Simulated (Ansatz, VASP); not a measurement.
## ZrS: VASP beside Ansatz

File INCAR:

```
PREC = Accurate
ENCUT = 520
EDIFF = 1E-7
ISMEAR = 0
SIGMA = 0.1
LREAL = F
LASPH = T
NELM = 60
ALGO = Normal
ISIF = 2
LWAVE = F
LCHARG = T
GGA = PS
LELF = T
LVHAR = T
NBANDS = 16
```

File KPOINTS:

```
Automatic mesh
0
Gamma
  14 14 14
```

Contents of POSCAR:

```
ZrS
1.0
    0.0000000000      2.6250000000      2.6250000000
    2.6250000000      0.0000000000      2.6250000000
    2.6250000000      2.6250000000      0.0000000000
Zr S
1 1
Direct
    0.0000000000      0.0000000000      0.0000000000
    0.5000000000      0.5000000000      0.5000000000
```

Input for Ansatz:

```yaml
crystal:
  lattice:
    - [0.0, 2.625, 2.625]
    - [2.625, 0.0, 2.625]
    - [2.625, 2.625, 0.0]
  atoms:
    - { symbol: Zr, position: [0.0, 0.0, 0.0] }
    - { symbol: S, position: [0.5, 0.5, 0.5] }
basis:
  ecutwfc: 850
kpoints:
  mp_grid: { grid: [14, 14, 14] }
hamiltonian:
  xc: pbesol
scf:
  occupations: { method: gaussian, width: 0.1 }
output:
  forces: true
  stress: true
  eigenvalues: true
```

Alike in both runs: task single point; functional PBEsol; k mesh 14 × 14 × 14; occupations gaussian, width 0.1 eV; no spin polarisation.

|  | VASP | Ansatz |
| --- | --- | --- |
| version | VASP 6.6.1 | Ansatz 0.2.0 |
| potentials or method | VASP PAW PBE potentials, release 64 (Zr_sv, S), cutoff 520 eV | scalar-relativistic, plane waves, PAW |
| valence electrons in the cell | 18 | 18 |

```csv
,VASP,Ansatz,Ansatz less VASP
gap on the k mesh at the Fermi level (eV),none,none,-
pressure (GPa),-6.2,-6.4,-0.20
```

VASP's potentials were made for PBE, not for PBEsol. A gap of «none» marks a metal or a gap that the smearing closes. With one functional, cell and mesh, what is left measures potentials, basis and numerics.
